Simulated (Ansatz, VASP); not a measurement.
# KZnF3, level by level in two programs

```
CELL_PARAMETERS angstrom
4.12943 0.00000 0.00000
0.00000 4.12943 0.00000
0.00000 0.00000 4.12943
ATOMIC_POSITIONS crystal
Zn 0.50000 0.50000 0.50000
K 0.00000 0.00000 0.00000
F 0.50000 0.00000 0.50000
F 0.00000 0.50000 0.50000
F 0.50000 0.50000 0.00000
```

Single points on this cell with VASP 6.6.1 and Ansatz 0.2.0. Each row is one pair of runs. Alike in all rows: spin: off; k mesh: 7 × 7 × 7; smearing: fermi-dirac, width 0.05 eV; Ansatz's potentials, cutoff: Ansatz PAW, 420 eV.

| level | VASP's potentials, cutoff | gap on the k mesh at the Fermi level (eV), VASP | gap on the k mesh at the Fermi level (eV), Ansatz | least direct gap on the mesh (eV), VASP | least direct gap on the mesh (eV), Ansatz | pressure (GPa), VASP | pressure (GPa), Ansatz |
| --- | --- | --- | --- | --- | --- | --- | --- |
| PBEsol | VASP PAW PBE potentials, release 64 (Zn, K_sv, F), 520 eV | 3.60 | 3.67 | 5.03 | 5.07 | -3.7 | -3.9 |
| LDA | VASP PAW LDA potentials, release 64 (Zn, K_sv, F), 520 eV | 3.55 | 3.58 | 4.92 | 4.94 | -8.1 | -8.4 |
| PBE | VASP PAW PBE potentials, release 64 (Zn, K_sv, F), 520 eV | 3.75 | 3.81 | 5.18 | 5.21 | 0.1 | -0.1 |

Gap on the k mesh at the fermi level (eV): the two programs differ by at most 0.067; least direct gap on the mesh (eV): the two programs differ by at most 0.037; pressure (GPa): the two programs differ by at most 0.29.

Noted on Ansatz's runs: odd divisions of the mesh miss points on the zone boundary, where band edges often lie, so the gap on the mesh can be too wide.
